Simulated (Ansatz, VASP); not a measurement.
# One calculation of ZnCd3Te4, two programs

```
Zn Cd Te
1.0
     6.23594    0.00000    0.00000
     0.00000    6.23594    0.00000
     0.00000    0.00000    6.23594
Zn Cd Te
1 3 4
Direct
  0.00000 0.00000 0.00000
  0.00000 0.50000 0.50000
  0.50000 0.00000 0.50000
  0.50000 0.50000 0.00000
  0.76060 0.76060 0.23940
  0.76060 0.23940 0.76060
  0.23940 0.76060 0.76060
  0.23940 0.23940 0.23940
```

Alike in both runs: task relaxation of the atoms; functional PBE; k mesh 4 × 4 × 4; occupations gaussian, width 0.02 eV; no spin polarisation.

```csv
,VASP,Ansatz
version,VASP 6.6.1,Ansatz 0.2.0
potentials or method,"VASP PAW PBE potentials, release 64 (Zn, Cd, Te), cutoff 450 eV","scalar-relativistic, plane waves, PAW"
valence electrons in the cell,72,136
```

|  | VASP | Ansatz | Ansatz less VASP |
| --- | --- | --- | --- |
| gap on the k mesh at the Fermi level, each at its own relaxed structure (eV) | 1.11 | 1.10 | -0.003 |

VASP's potentials hold 72 valence electrons a cell and Ansatz's 136, so a difference there can come from the potentials and not from the codes. Ansatz's warnings: stress scf threshold loose.

Neither program's run includes spin-orbit coupling.
